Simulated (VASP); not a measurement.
A run of VASP 6.6.1 is set up as follows.

The input INCAR:

```
PREC = Accurate ; ENCUT = 500
EDIFF = 1E-6 ; ISMEAR = -1
SIGMA = 0.1 ; LREAL = F
LASPH = T ; NELM = 120
ALGO = Normal ; ISIF = 2
LWAVE = F ; LCHARG = F
GGA = PE ; NBANDS = 8
GGA_COMPAT = F
```

File KPOINTS:

```
Automatic mesh
0
Gamma
  13 13 12
```

POSCAR

```
Si
1.0
    2.5602538135      0.0000000000      0.0000000000
   -1.2801269067      2.2172446447      0.0000000000
    0.0000000000      0.0000000000      2.4042272653
Si
1
Direct
    0.0000000000      0.0000000000      0.0000000000
```

Potentials or basis: VASP PAW PBE potentials, release 64 (Si).

Launch:

```bash
$ cat potpaw_PBE.64/Si/POTCAR > POTCAR
$ mpirun -np 1 vasp_std > vasp.out
```

(1) What does it give for the pressure?

(2) Predict the band gap on the k mesh.

## Answers

(1) 13.5 GPa.

(2) zero (band 2 reaches 18.23 eV, above the bottom of band 3 at 6.47 eV).
